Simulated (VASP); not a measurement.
# Te2Mo (Ama2) in VASP: single point with PBE+D3(BJ)

Aim: the single point of Te2Mo with PBE+D3(BJ).

Program: VASP 6.6.1. These are calculated values, not measurements. Logs are shortened: lines on timing, memory, paths and dates and some standing lists are left out, and cuts for length are marked.

**1. The cell of the first run**

The structure is orthorhombic, space group Ama2 (No. 40). Conventional cell: a = 13.701 Å, b = 6.056 Å, c = 3.496 Å, α = 90.00°, β = 90.00°, γ = 90.00°. Te (site symmetry 1) has 3 Mo at 2.49 to 2.97 Å within 3.3 Å. Within 3.3 Å of Mo (site symmetry m) lie 6 Te at 2.49 to 2.97 Å.

**2. Single point, PBE+D3(BJ) (all Mo atoms moved +0.375 Å, as atom 5 along Cartesian [1 0 0])**

INCAR

```
PREC = Accurate
ENCUT = 500
EDIFF = 1E-6
ISMEAR = 0
SIGMA = 0.05
LREAL = F
LASPH = T
NELM = 120
ALGO = Normal
ISIF = 2
LWAVE = F
LCHARG = F
GGA = PE
IVDW = 12
NBANDS = 35
GGA_COMPAT = F
```

KPOINTS

```
regular mesh
0
Gamma
  12 12 2
```

POSCAR

```
Te2Mo
1.0
    3.4964011497      0.0000000000      0.0000000000
   -1.7482005748      3.0279722174      0.0000000000
    0.0000000000      0.0000000000     13.7008448353
Te Mo
4 2
Direct
    0.3333333333      0.6666666667      0.6173401526
    0.6666666667      0.3333333333      0.1173401526
    0.3333333333      0.6666666667      0.8826598474
    0.6666666667      0.3333333333      0.3826598474
    0.4405864728      0.6666666667      0.2500000000
    0.7739198061      0.3333333333      0.7500000000
```

Potentials or basis: VASP PAW PBE potentials, release 64 (Te, Mo_sv).

Run with:

```sh
$ cat potpaw_PBE.64/Te/POTCAR potpaw_PBE.64/Mo_sv/POTCAR > POTCAR
$ mpirun -np 1 vasp_std > vasp.out
```

OUTCAR:

```text
PREC = Accurate
   ENCUT = 500
   EDIFF = 1E-6
   ISMEAR = 0
   LREAL = F
   LASPH = T
   NELM = 120
   ISIF = 2
   GGA = PE
   IVDW = 12
 IVDW          = 12

 ion  position               nearest neighbor table
   1  0.333  0.667  0.617-   6 2.49   6 2.74   6 2.97   3 3.64
   2  0.667  0.333  0.117-   5 2.49   5 2.74   5 2.97   4 3.64
   3  0.333  0.667  0.883-   6 2.49   6 2.74   6 2.97   1 3.64
   4  0.667  0.333  0.383-   5 2.49   5 2.74   5 2.97   2 3.64
   5  0.441  0.667  0.250-   2 2.49   4 2.49   2 2.74   4 2.74   2 2.97   4 2.97
   6  0.774  0.333  0.750-   1 2.49   3 2.49   1 2.74   3 2.74   1 2.97   3 2.97

  LATTYP: Found a hexagonal cell.
 ALAT       =     3.4964011497
 C/A-ratio  =     3.9185563237

  Lattice vectors:

 A1 = (   3.4964011497,   0.0000000000,   0.0000000000)
 A2 = (  -1.7482005748,   3.0279722174,   0.0000000000)
 A3 = (   0.0000000000,   0.0000000000,  13.7008448353)

Analysis of symmetry for initial positions (statically):
=====================================================================
 Subroutine PRICEL returns:
 Original cell was already a primitive cell.

 Routine SETGRP: Setting up the symmetry group for a
 hexagonal supercell.

 Subroutine GETGRP returns: Found  4 space group operations
 (whereof  2 operations were pure point group operations)
 out of a pool of 24 trial point group operations.

The static configuration has the point symmetry C_2 .
 The point group associated with its full space group is C_2v.

Analysis of symmetry for dynamics (positions and initial velocities):
=====================================================================
 Subroutine PRICEL returns:
 Original cell was already a primitive cell.

 Routine SETGRP: Setting up the symmetry group for a
 hexagonal supercell.

 Subroutine GETGRP returns: Found  4 space group operations
 (whereof  2 operations were pure point group operations)
 out of a pool of 24 trial point group operations.

The dynamic configuration has the point symmetry C_2 .
 The point group associated with its full space group is C_2v.

 Subroutine INISYM returns: Found  4 space group operations
 (whereof  2 operations are pure point group operations),
 and found     1 'primitive' translations

----------------------------------------------------------------------------------------

                                     Primitive cell

  volume of cell :     145.0509

  direct lattice vectors                    reciprocal lattice vectors
     3.496401150  0.000000000  0.000000000     0.286008372  0.165127010  0.000000000
    -1.748200575  3.027972217  0.000000000     0.000000000  0.330254021  0.000000000
     0.000000000  0.000000000 13.700844835     0.000000000  0.000000000  0.072988200

  length of vectors
     3.496401150  3.496401150 13.700844835     0.330254021  0.330254021  0.072988200

  position of ions in fractional coordinates (direct lattice)
     0.333333333  0.666666667  0.617340153
     0.666666667  0.333333333  0.117340153
     0.333333333  0.666666667  0.882659847
     0.666666667  0.333333333  0.382659847
     0.440586473  0.666666667  0.250000000
     0.773919806  0.333333333  0.750000000

  ion indices of the primitive-cell ions
   primitive index   ion index
                 1           1
                 2           2
                 3           3
                 4           4
                 5           5
                 6           6

----------------------------------------------------------------------------------------

 KPOINTS: regular mesh

Automatic generation of k-mesh.
 Grid dimensions read from file:
 generate k-points for:   12   12    2

 Generating k-lattice:

  Cartesian coordinates                     Fractional coordinates (reciprocal lattice)
     0.023834031  0.013760584  0.000000000     0.083333333  0.000000000  0.000000000
     0.000000000  0.027521168  0.000000000     0.000000000  0.083333333  0.000000000
     0.000000000  0.000000000  0.036494100     0.000000000  0.000000000  0.500000000

  Length of vectors
     0.027521168  0.027521168  0.036494100

  Shift w.r.t. Gamma in fractional coordinates (k-lattice)
     0.000000000  0.000000000  0.000000000

 Subroutine IBZKPT returns following result:
 ===========================================

 Found     86 irreducible k-points:

 Following reciprocal coordinates:
            Coordinates               Weight
  0.000000  0.000000  0.000000      1.000000
  0.083333  0.000000  0.000000      4.000000
  0.000000  0.083333  0.000000      2.000000
  0.166667  0.000000  0.000000      4.000000
  0.000000  0.166667  0.000000      2.000000
  0.250000  0.000000  0.000000      4.000000
[... 16 lines left out ...]
 -0.083333  0.416667  0.000000      4.000000
 -0.416667  0.333333  0.000000      4.000000
 [... further k-points ...]
   k-points           NKPTS =     86   k-points in BZ     NKDIM =     86   number of bands    NBANDS=     35
   number of dos      NEDOS =    301   number of ions     NIONS =      6
   total plane-waves  NPLWV =  78400
   dimension x,y,z NGX =    28 NGY =   28 NGZ =  100
   dimension x,y,z NGXF=    56 NGYF=   56 NGZF=  200
   ions per type =               4   2
   NGX,Y,Z   is equivalent  to a cutoff of  13.31, 13.31, 12.13 a.u.
   NGXF,Y,Z  is equivalent  to a cutoff of  26.63, 26.63, 24.27 a.u.
 SYSTEM =  unknown system
   PREC   = accura    normal or accurate (medium, high low for compatibility)
   ISTART =      0    job   : 0-new  1-cont  2-samecut
   ICHARG =      2    charge: 1-file 2-atom 10-const
   ISPIN  =      1    spin polarized calculation?
   LNONCOLLINEAR =      F non collinear calculations
   LSORBIT =      F    spin-orbit coupling
   LASPH  =      T    aspherical Exc in radial PAW
   ENCUT  =  500.0 eV  36.75 Ry    6.06 a.u.   6.37  6.37 24.98*2*pi/ulx,y,z
   NELM   =    120;   NELMIN=  2; NELMDL= -5     # of ELM steps
   EDIFF  = 0.1E-05   stopping-criterion for ELM
   LREAL  =      F    real-space projection
   EDIFFG = 0.1E-04   stopping-criterion for IOM
   NSW    =      0    number of steps for IOM
   IBRION =     -1    ionic relax: 0-MD 1-quasi-New 2-CG
   NFREE  =      0    steps in history (QN), initial steepest desc. (CG)
   ISIF   =      2    stress and relaxation
   ISYM   =      2    0-nonsym 1-usesym 2-fastsym
   POTIM  = 0.5000    time-step for ionic-motion
   TEBEG  =    0.0;   TEEND  =   0.0 temperature during run
   PSTRESS=    0.0 pullay stress
   NELECT =      52.0000    total number of electrons
   NUPDOWN=      -1.0000    fix difference up-down
   EMIN   =  10.00;   EMAX   =-10.00  energy-range for DOS
   EFERMI =   0.00;   METHOD = LEGACY
   ISMEAR =     0;   SIGMA  =   0.05  broadening in eV -4-tet -1-fermi 0-gaus
   EFERMI_NEDOS =   21; number of points for ismear=-14 and -15
   IALGO  =     38    algorithm
   IMIX   =      4    mixing-type and parameters
     AMIX     =   0.40;   BMIX     =  1.00
     AMIX_MAG =   1.60;   BMIX_MAG =  1.00
  volume/ion in A,a.u.               =      24.18       163.14
  Fermi-wavevector in a.u.,A,eV,Ry     =   1.162972  2.197698 18.401920  1.352503
  Thomas-Fermi vector in A             =   2.299527
   LORBIT       =      0    0 simple, 1 ext, 2 COOP (PROOUT), +10 PAW based schemes
   GGA     = PE    functional components
   LHFCALC =     F    Hartree Fock is set to
   AEXX    =    0.0000 exact exchange contribution
   IVDW    =    12    specifies the selected vdW correction
   LEPSILON=     F    determine dielectric tensor
   LRPA    =     F    only Hartree local field effects (RPA)
 non-spin polarized calculation
 Gauss-broadening in eV      SIGMA  =   0.05
  energy-cutoff  :      500.00
  volume of cell :      145.05
 maximum number of plane-waves:      3710
 NGX is ok and might be reduce to    28
   NGX = 13   NGY = 13   NGZ = 49

 number of electron      51.9999997 magnetization

 Free energy of the ion-electron system (eV)
  ---------------------------------------------------
  ext. energy  EPLUGINS =         0.00000000
  ---------------------------------------------------
  free energy    TOTEN  =       -34.01557141 eV

  energy without entropy =      -34.01522211  energy(sigma->0) =      -34.01539676

 E-fermi :   9.2176     XC(G=0): -10.6338

 val. band max:        9.1117747648   @ k =   0.0000   0.5000   0.5000
 cond. band min:       9.2440523823   @ k =  -0.4167   0.2500   0.0000
 fundamental gap:      0.1322776175
 Fermi energy:         9.2176085614

 k-point     1 :       0.0000    0.0000    0.0000
  band No.  band energies     occupation
      1     -52.1177      2.00000
      2     -52.1177      2.00000
      3     -26.3854      2.00000
      4     -26.3853      2.00000
      5     -26.2143      2.00000
      6     -26.2143      2.00000
[... 27 lines left out ...]
     34      12.6599      0.00000
     35      14.9435      0.00000

 k-point     2 :       0.0833    0.0000    0.0000
  band No.  band energies     occupation
      1     -52.1170      2.00000
      2     -52.1169      2.00000
      3     -26.3836      2.00000
      4     -26.3829      2.00000
      5     -26.2238      2.00000
      6     -26.2168      2.00000
[... 27 lines left out ...]
     34      12.6434      0.00000
     35      15.1686      0.00000

 k-point     3 :       0.0000    0.0833    0.0000
  band No.  band energies     occupation
      1     -52.1170      2.00000
      2     -52.1169      2.00000
      3     -26.3832      2.00000
      4     -26.3832      2.00000
      5     -26.2217      2.00000
      6     -26.2217      2.00000
[... 27 lines left out ...]
     34      12.5957      0.00000
     35      15.2498      0.00000

 k-point     4 :       0.1667    0.0000    0.0000
  band No.  band energies     occupation
      1     -52.1152      2.00000
      2     -52.1149      2.00000
      3     -26.3788      2.00000
      4     -26.3763      2.00000
      5     -26.2497      2.00000
      6     -26.2236      2.00000
[... 27 lines left out ...]
     34      12.5870      0.00000
     35      15.0915      0.00000

 k-point     5 :       0.0000    0.1667    0.0000
  band No.  band energies     occupation
      1     -52.1150      2.00000
      2     -52.1150      2.00000
      3     -26.3772      2.00000
      4     -26.3772      2.00000
      5     -26.2425      2.00000
      6     -26.2425      2.00000
[... 638 lines left out ...]
 k-point    22 :       0.3333    0.0833    0.0000
  band No.  band energies     occupation
      1     -52.1088      2.00000
      2     -52.1078      2.00000
      3     -26.3623      2.00000
      4     -26.3535      2.00000
      5     -26.3391      2.00000
      6     -26.2501      2.00000
[... 27 lines left out ...]
     34      13.0644      0.00000
     35      13.0941      0.00000

 k-point    23 :      -0.0833    0.4167    0.0000
  band No.  band energies     occupation
      1     -52.1083      2.00000
      2     -52.1080      2.00000
      3     -26.3577      2.00000
      4     -26.3559      2.00000
      5     -26.3241      2.00000
      6     -26.3084      2.00000
[... 27 lines left out ...]
     34      13.0927      0.00000
     35      13.1104      0.00000

 k-point    24 :      -0.4167    0.3333    0.0000
  band No.  band energies     occupation
      1     -52.1087      2.00000
      2     -52.1079      2.00000
      3     -26.3616      2.00000
      4     -26.3547      2.00000
      5     -26.3298      2.00000
      6     -26.2627      2.00000
[... 27 lines left out ...]
     34      12.9888      0.00000
     35      13.0686      0.00000

 [... further k-points ...]

------------------------ aborting loop because EDIFF is reached ----------------------------------------

 Edisp (eV)   -3.32585

 E8    (eV) :    -1.5329

  FORCE on cell =-STRESS in cart. coord.  units (eV):
  Direction    XX          YY          ZZ          XY          YZ          ZX
  --------------------------------------------------------------------------------------
  -------------------------------------------------------------------------------------
  Total       1.62026     2.39676     8.22503     0.00000     0.00000     0.00000
  in kB      17.89680    26.47365    90.85051     0.00000     0.00000     0.00000
  external pressure =       45.07 kB  Pullay stress =        0.00 kB

 VOLUME and BASIS-vectors are now :
 -----------------------------------------------------------------------------
  energy-cutoff  :      500.00
  volume of cell :      145.05
      direct lattice vectors                 reciprocal lattice vectors
     3.496401150  0.000000000  0.000000000     0.286008372  0.165127010  0.000000000
    -1.748200575  3.027972217  0.000000000     0.000000000  0.330254021  0.000000000
     0.000000000  0.000000000 13.700844835     0.000000000  0.000000000  0.072988200

 POSITION                                       TOTAL-FORCE (eV/Angst)
 -----------------------------------------------------------------------------------
     -0.00000      2.01865      8.45808         2.404214      0.401233     -1.188270
      1.74820      1.00932      1.60766         2.404214     -0.401233     -1.188270
     -0.00000      2.01865     12.09319         2.404214      0.401233      1.188270
      1.74820      1.00932      5.24276         2.404214     -0.401233      1.188270
      0.37500      2.01865      3.42521        -4.808427      0.824564      0.000000
      2.12320      1.00932     10.27563        -4.808427     -0.824564      0.000000
 -----------------------------------------------------------------------------------
    total drift:                                0.000811     -0.000000     -0.000000

  FREE ENERGIE OF THE ION-ELECTRON SYSTEM (eV)
  ---------------------------------------------------
  free  energy   TOTEN  =       -37.3414235845 eV

  energy  without entropy=      -37.3410742767  energy(sigma->0) =      -37.34124893
```

It took 8.5 min on 1 thread of Oxide Virtual Turin-like, shared host; peak memory 0.45 GiB.

What came out:

- Free energy: -37.3414 eV
- Pressure: 4.5 GPa
- Largest force: 4.879 eV/Å
- Band gap on the k mesh: zero (bands 26 and 27 overlap by 0.05 eV)
- Dispersion energy per atom: -0.554 eV

Forces on the atoms (eV/Å):
```
Te   2.404  0.401 -1.188
Te   2.404 -0.401 -1.188
Te   2.404  0.401  1.188
Te   2.404 -0.401  1.188
Mo  -4.808  0.825  0.000
Mo  -4.808 -0.825  0.000
```

Stress tensor (GPa, compression positive):
```
1.79 0.00 0.00
0.00 2.65 0.00
0.00 0.00 9.09
```

Caveat: the cell differs from its parent crystal (all Mo atoms moved +0.375 Å, as atom 5 along Cartesian [1 0 0]); the stress differs along the axes, from 2 to 9 GPa; spin-orbit coupling is left out, which moves the levels of the heavy elements; forces of over 1 eV/Å act on the atoms, so gaps and moduli don't describe the material at rest.

The gap in the log of VASP goes by the Fermi energy; the results here count the filled bands.